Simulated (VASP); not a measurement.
# Bi in VASP: a series of runs

Bi is run at these levels: PBEsol; tasks: single point.

Program: VASP 6.6.1. These are calculated values, not measurements. Logs are shortened: lines on timing, memory, paths and dates and some standing lists are left out, and cuts for length are marked.

### Step 1. The cell of the first run

It takes space group I4/mcm (No. 140, tetragonal). Conventional cell: a = 8.460 Å, b = 8.460 Å, c = 4.175 Å, α = 90.00°, β = 90.00°, γ = 90.00°. Bi (site symmetry m2m) has 6 Bi at 2.91 to 3.49 Å within 3.8 Å.

### Step 2. Single point, PBEsol (strained)

INCAR reads:

```
PREC = Accurate
ENCUT = 520
EDIFF = 1E-6
ISMEAR = 0
SIGMA = 0.1
LREAL = False
LASPH = True
NELM = 100
ALGO = Normal
ISIF = 2
LWAVE = False
LCHARG = False
GGA = PS
NBANDS = 38
```

KPOINTS reads:

```
Automatic mesh
0
Gamma
  12 12 12
```

POSCAR reads:

```
Bi
1.0
   -4.2298859513      4.2298859513      2.0875070429
    4.2298859513     -4.2298859513      2.0875070429
    4.2298859513      4.2298859513     -2.0875070429
Bi
4
Direct
    0.8344808251      0.3344808251      0.1689616502
    0.1655191749      0.6655191749      0.8310383498
    0.3344808251      0.1655191749      0.5000000000
    0.6655191749      0.8344808251      0.5000000000
```

Potentials or basis: VASP PAW PBE potentials, release 64 (Bi_d).

Started as:

```console
> cat potpaw_PBE.64/Bi_d/POTCAR > POTCAR
> mpirun -np 1 vasp_std > vasp.out
```

OUTCAR:

```text
PREC = Accurate
   ENCUT = 520
   EDIFF = 1E-6
   ISMEAR = 0
   LREAL = False
   LASPH = True
   NELM = 100
   ISIF = 2
   GGA = PS

 ion  position               nearest neighbor table
   1  0.834  0.334  0.169-   2 2.91   2 2.91   4 3.49   4 3.49   3 3.49   3 3.49
   2  0.166  0.666  0.831-   1 2.91   1 2.91   3 3.49   4 3.49   3 3.49   4 3.49
   3  0.334  0.166  0.500-   4 2.91   4 2.91   1 3.49   2 3.49   2 3.49   1 3.49
   4  0.666  0.834  0.500-   3 2.91   3 2.91   1 3.49   2 3.49   2 3.49   1 3.49

  LATTYP: Found a body centered tetragonal cell.
 ALAT       =     8.4597719026
 C/A-ratio  =     0.4935137890

  Lattice vectors:

 A1 = (  -4.2298859513,   4.2298859513,   2.0875070429)
 A2 = (   4.2298859513,  -4.2298859513,   2.0875070429)
 A3 = (   4.2298859513,   4.2298859513,  -2.0875070429)

Analysis of symmetry for initial positions (statically):
=====================================================================
 Subroutine PRICEL returns:
 Original cell was already a primitive cell.

 Routine SETGRP: Setting up the symmetry group for a
 body centered tetragonal supercell.

 Subroutine GETGRP returns: Found 16 space group operations
 (whereof  8 operations were pure point group operations)
 out of a pool of 16 trial point group operations.

The static configuration has the point symmetry C_4h.
 The point group associated with its full space group is D_4h.

Analysis of symmetry for dynamics (positions and initial velocities):
=====================================================================
 Subroutine PRICEL returns:
 Original cell was already a primitive cell.

 Routine SETGRP: Setting up the symmetry group for a
 body centered tetragonal supercell.

 Subroutine GETGRP returns: Found 16 space group operations
 (whereof  8 operations were pure point group operations)
 out of a pool of 16 trial point group operations.

The dynamic configuration has the point symmetry C_4h.
 The point group associated with its full space group is D_4h.

 Subroutine INISYM returns: Found 16 space group operations
 (whereof  8 operations are pure point group operations),
 and found     1 'primitive' translations

----------------------------------------------------------------------------------------

                                     Primitive cell

  volume of cell :     149.3982

  direct lattice vectors                    reciprocal lattice vectors
    -4.229885951  4.229885951  2.087507043     0.000000000  0.118206497  0.239520150
     4.229885951 -4.229885951  2.087507043     0.118206497  0.000000000  0.239520150
     4.229885951  4.229885951 -2.087507043     0.118206497  0.118206497  0.000000000

  length of vectors
     6.335736419  6.335736419  6.335736419     0.267100502  0.267100502  0.167169231

  position of ions in fractional coordinates (direct lattice)
     0.834480825  0.334480825  0.168961650
     0.165519175  0.665519175  0.831038350
     0.334480825  0.165519175  0.500000000
     0.665519175  0.834480825  0.500000000

  ion indices of the primitive-cell ions
   primitive index   ion index
                 1           1
                 2           2
                 3           3
                 4           4

----------------------------------------------------------------------------------------

 KPOINTS: Automatic mesh

Automatic generation of k-mesh.
 Grid dimensions read from file:
 generate k-points for:   12   12   12

 Generating k-lattice:

  Cartesian coordinates                     Fractional coordinates (reciprocal lattice)
     0.000000000  0.009850541  0.019960012     0.083333333 -0.000000000  0.000000000
     0.009850541  0.000000000  0.019960012    -0.000000000  0.083333333  0.000000000
     0.009850541  0.009850541  0.000000000     0.000000000  0.000000000  0.083333333

  Length of vectors
     0.022258375  0.022258375  0.013930769

  Shift w.r.t. Gamma in fractional coordinates (k-lattice)
     0.000000000  0.000000000  0.000000000

 Subroutine IBZKPT returns following result:
 ===========================================

 Found    163 irreducible k-points:

 Following reciprocal coordinates:
            Coordinates               Weight
  0.000000  0.000000  0.000000      1.000000
  0.083333  0.000000 -0.000000      8.000000
  0.166667  0.000000 -0.000000      8.000000
  0.250000  0.000000  0.000000      8.000000
  0.333333  0.000000  0.000000      8.000000
  0.416667  0.000000  0.000000      8.000000
[... 16 lines left out ...]
  0.500000  0.166667  0.000000     16.000000
 -0.416667  0.166667 -0.000000     16.000000
 [... further k-points ...]
   k-points           NKPTS =    163   k-points in BZ     NKDIM =    163   number of bands    NBANDS=     38
   number of dos      NEDOS =    301   number of ions     NIONS =      4
   total plane-waves  NPLWV = 110592
   dimension x,y,z NGX =    48 NGY =   48 NGZ =   48
   dimension x,y,z NGXF=    96 NGYF=   96 NGZF=   96
   ions per type =               4
   NGX,Y,Z   is equivalent  to a cutoff of  12.59, 12.59, 12.59 a.u.
   NGXF,Y,Z  is equivalent  to a cutoff of  25.19, 25.19, 25.19 a.u.
 SYSTEM =  unknown system
   PREC   = accura    normal or accurate (medium, high low for compatibility)
   ISTART =      0    job   : 0-new  1-cont  2-samecut
   ICHARG =      2    charge: 1-file 2-atom 10-const
   ISPIN  =      1    spin polarized calculation?
   LNONCOLLINEAR =      F non collinear calculations
   LSORBIT =      F    spin-orbit coupling
   LASPH  =      T    aspherical Exc in radial PAW
   ENCUT  =  520.0 eV  38.22 Ry    6.18 a.u.  11.78 11.78 11.78*2*pi/ulx,y,z
   NELM   =    100;   NELMIN=  2; NELMDL= -5     # of ELM steps
   EDIFF  = 0.1E-05   stopping-criterion for ELM
   LREAL  =      F    real-space projection
   EDIFFG = 0.1E-04   stopping-criterion for IOM
   NSW    =      0    number of steps for IOM
   IBRION =     -1    ionic relax: 0-MD 1-quasi-New 2-CG
   NFREE  =      0    steps in history (QN), initial steepest desc. (CG)
   ISIF   =      2    stress and relaxation
   ISYM   =      2    0-nonsym 1-usesym 2-fastsym
   POTIM  = 0.5000    time-step for ionic-motion
   TEBEG  =    0.0;   TEEND  =   0.0 temperature during run
   PSTRESS=    0.0 pullay stress
   NELECT =      60.0000    total number of electrons
   NUPDOWN=      -1.0000    fix difference up-down
   EMIN   =  10.00;   EMAX   =-10.00  energy-range for DOS
   EFERMI =   0.00;   METHOD = LEGACY
   ISMEAR =     0;   SIGMA  =   0.10  broadening in eV -4-tet -1-fermi 0-gaus
   EFERMI_NEDOS =   21; number of points for ismear=-14 and -15
   IALGO  =     38    algorithm
   IMIX   =      4    mixing-type and parameters
     AMIX     =   0.40;   BMIX     =  1.00
     AMIX_MAG =   1.60;   BMIX_MAG =  1.00
  volume/ion in A,a.u.               =      37.35       252.05
  Fermi-wavevector in a.u.,A,eV,Ry     =   1.207842  2.282491 19.849302  1.458883
  Thomas-Fermi vector in A             =   2.343468
   LORBIT       =      0    0 simple, 1 ext, 2 COOP (PROOUT), +10 PAW based schemes
   GGA     = PS    functional components
   LHFCALC =     F    Hartree Fock is set to
   AEXX    =    0.0000 exact exchange contribution
   IVDW    =     0    specifies the selected vdW correction
   LEPSILON=     F    determine dielectric tensor
   LRPA    =     F    only Hartree local field effects (RPA)
 non-spin polarized calculation
 Gauss-broadening in eV      SIGMA  =   0.10
  energy-cutoff  :      520.00
  volume of cell :      149.40
 maximum number of plane-waves:      4052
   NGX = 23   NGY = 23   NGZ = 23

 number of electron      60.0000005 magnetization

 Free energy of the ion-electron system (eV)
  ---------------------------------------------------
  ext. energy  EPLUGINS =         0.00000000
  ---------------------------------------------------
  free energy    TOTEN  =       -15.85867631 eV

  energy without entropy =      -15.84221749  energy(sigma->0) =      -15.85044690

 E-fermi :   5.5431     XC(G=0):  -9.2726

 val. band max:        5.5412617247   @ k =  -0.3333  -0.3333   0.3333
 cond. band min:       5.5485582911   @ k =  -0.3333   0.3333   0.1667
 fundamental gap:      0.0072965664
 Fermi energy:         5.5431383806

 k-point     1 :       0.0000    0.0000    0.0000
  band No.  band energies     occupation
      1     -17.4218      2.00000
      2     -17.4218      2.00000
      3     -17.2509      2.00000
      4     -17.2397      2.00000
      5     -17.2397      2.00000
      6     -17.2321      2.00000
[... 30 lines left out ...]
     37      11.3045      0.00000
     38      12.6295      0.00000

 k-point     2 :       0.0833    0.0000   -0.0000
  band No.  band energies     occupation
      1     -17.4189      2.00000
      2     -17.4173      2.00000
      3     -17.2505      2.00000
      4     -17.2360      2.00000
      5     -17.2322      2.00000
      6     -17.2318      2.00000
[... 30 lines left out ...]
     37      10.7696      0.00000
     38      13.1089      0.00000

 k-point     3 :       0.1667    0.0000   -0.0000
  band No.  band energies     occupation
      1     -17.4091      2.00000
      2     -17.4041      2.00000
      3     -17.2471      2.00000
      4     -17.2412      2.00000
      5     -17.2169      2.00000
      6     -17.2125      2.00000
[... 30 lines left out ...]
     37       9.8208      0.00000
     38      12.4614      0.00000

 k-point     4 :       0.2500    0.0000    0.0000
  band No.  band energies     occupation
      1     -17.3907      2.00000
      2     -17.3835      2.00000
      3     -17.2510      2.00000
      4     -17.2431      2.00000
      5     -17.1986      2.00000
      6     -17.1885      2.00000
[... 30 lines left out ...]
     37      10.3094      0.00000
     38      12.4342      0.00000
[... 703 lines left out ...]
      4     -17.2657      2.00000
      5     -17.2107      2.00000
      6     -17.1948      2.00000
[... 30 lines left out ...]
     37      11.3765      0.00000
     38      11.4996      0.00000

 k-point    23 :       0.5000    0.1667    0.0000
  band No.  band energies     occupation
      1     -17.3637      2.00000
      2     -17.3552      2.00000
      3     -17.2590      2.00000
      4     -17.2470      2.00000
      5     -17.2087      2.00000
      6     -17.1923      2.00000
[... 30 lines left out ...]
     37      11.1681      0.00000
     38      11.8920      0.00000

 k-point    24 :      -0.4167    0.1667   -0.0000
  band No.  band energies     occupation
      1     -17.3943      2.00000
      2     -17.3792      2.00000
      3     -17.2479      2.00000
      4     -17.2427      2.00000
      5     -17.2069      2.00000
      6     -17.1932      2.00000
[... 30 lines left out ...]
     37      10.6797      0.00000
     38      12.1099      0.00000

 [... further k-points ...]
[... 5 lines left out ...]
  --------------------------------------------------------------------------------------
  -------------------------------------------------------------------------------------
  Total        1.2236436      1.2236436      3.5131543      0.0000000      0.0000000      0.0000000
  in kB       13.1226119     13.1226119     37.6758062      0.0000000      0.0000000      0.0000000
  external PRESSURE =      21.3070100 kB  Pullay stress =       0.0000000 kB

 VOLUME and BASIS-vectors are now :
 -----------------------------------------------------------------------------
  energy-cutoff  :      520.00
  volume of cell :      149.40
      direct lattice vectors                 reciprocal lattice vectors
    -4.229885951  4.229885951  2.087507043     0.000000000  0.118206497  0.239520150
     4.229885951 -4.229885951  2.087507043     0.118206497  0.000000000  0.239520150
     4.229885951  4.229885951 -2.087507043     0.118206497  0.118206497  0.000000000

 POSITION                                       TOTAL-FORCE (eV/Angst)
 -----------------------------------------------------------------------------------
     -1.40025      2.82963      2.08751         0.899671      0.899671      0.000000
      5.63014      1.40025     -0.00000        -0.899671     -0.899671     -0.000000
      1.40025      2.82963      0.00000        -0.899671      0.899671     -0.000000
      2.82963      1.40025      2.08751         0.899671     -0.899671     -0.000000
 -----------------------------------------------------------------------------------
    total drift:                               -0.000000     -0.000000      0.000000

  FREE ENERGIE OF THE ION-ELECTRON SYSTEM (eV)
  ---------------------------------------------------
  free  energy   TOTEN  =       -15.8586763104 eV

  energy  without entropy=      -15.8422174912  energy(sigma->0) =      -15.85044690
```

Run time: 13 min. Hardware: 1 thread of Intel Xeon Platinum 8259CL at 2.50GHz (Skylake/Cascade Lake), shared host; peak memory 0.76 GiB.

Results:

- Free energy: -15.8587 eV
- Pressure: 2.1 GPa
- Largest force: 1.272 eV/Å
- Band gap on the k mesh: zero (band 30 reaches 6.34 eV, above the bottom of band 31 at 5.10 eV)

Forces in eV/Å, atoms in the order of the input:
```
Bi   0.900  0.900  0.000
Bi  -0.900 -0.900  0.000
Bi  -0.900  0.900  0.000
Bi   0.900 -0.900  0.000
```

Caveat: the cell differs from its parent crystal (strained); the PAW data sets were made with another functional, which shifts forces and pressure a little; spin-orbit coupling is left out, which moves the levels of the heavy elements.

### Step 3. Single point, PBEsol (strained and its atoms moved)

INCAR reads:

```
  ALGO = Normal
  EDIFF = 1E-7
  ENCUT = 520
  GGA = PS
  ISIF = 2
  ISMEAR = 0
  LASPH = T
  LCHARG = F
  LREAL = F
  LWAVE = F
  NBANDS = 38
  NELM = 100
  PREC = Accurate
  SIGMA = 0.1
```

KPOINTS reads:

```
k-points
0
Gamma
  10 10 10
```

POSCAR reads:

```
Bi
1.0
   -4.3150541280      4.3150541280      2.0340897994
    4.3150541280     -4.3150541280      2.0340897994
    4.3150541280      4.3150541280     -2.0340897994
Bi
4
Direct
    0.8458426114      0.3477626309      0.1929161015
    0.1548465293      0.6529265098      0.8070838985
    0.3470734902      0.1541573886      0.5019200195
    0.6522373691      0.8451534707      0.4980799805
```

Potentials or basis: VASP PAW PBE potentials, release 64 (Bi_d).

Started as:

```console
> cat potpaw_PBE.64/Bi_d/POTCAR > POTCAR
> mpirun -np 1 vasp_std > vasp.out
```

Wall time 13 min (1 thread of Intel Xeon Platinum 8259CL at 2.50GHz (Skylake/Cascade Lake), shared host); peak memory 0.71 GiB.

It converged, with:

* Free energy: -16.2845 eV
* Pressure: 0.3 GPa
* Largest force: 0.492 eV/Å
* Band gap on the k mesh: zero (band 30 reaches 6.67 eV, above the bottom of band 31 at 4.86 eV)

Forces in eV/Å, atoms in the order of the input:
```
Bi   0.347  0.348 -0.002
Bi  -0.347 -0.348 -0.002
Bi  -0.348  0.347  0.002
Bi   0.348 -0.347  0.002
```

Stress tensor (GPa, compression positive):
```
-0.31  0.00  0.00
 0.00 -0.31  0.00
 0.00  0.00  1.58
```

Levels at points of the mesh, in eV from the Fermi level:
```
           k point  band 28  band 29  band 30  band 31  band 32  band 33
(0.00, 0.00, 0.00)    -1.48    -0.34    -0.34    -0.06     0.02     2.88
(0.50, 0.00, 0.00)    -2.44    -0.80    -0.79    -0.28    -0.25     2.31
(0.50, 0.50, 0.00)    -1.34    -0.36    -0.27     0.19     2.42     2.52
(0.50, 0.50, 0.50)    -1.49    -0.28     1.17     1.51     1.60     1.60
```

Caveat: the cell differs from its parent crystal (strained and its atoms moved); the PAW data sets were made with another functional, which shifts forces and pressure a little; spin-orbit coupling is left out, which moves the levels of the heavy elements.
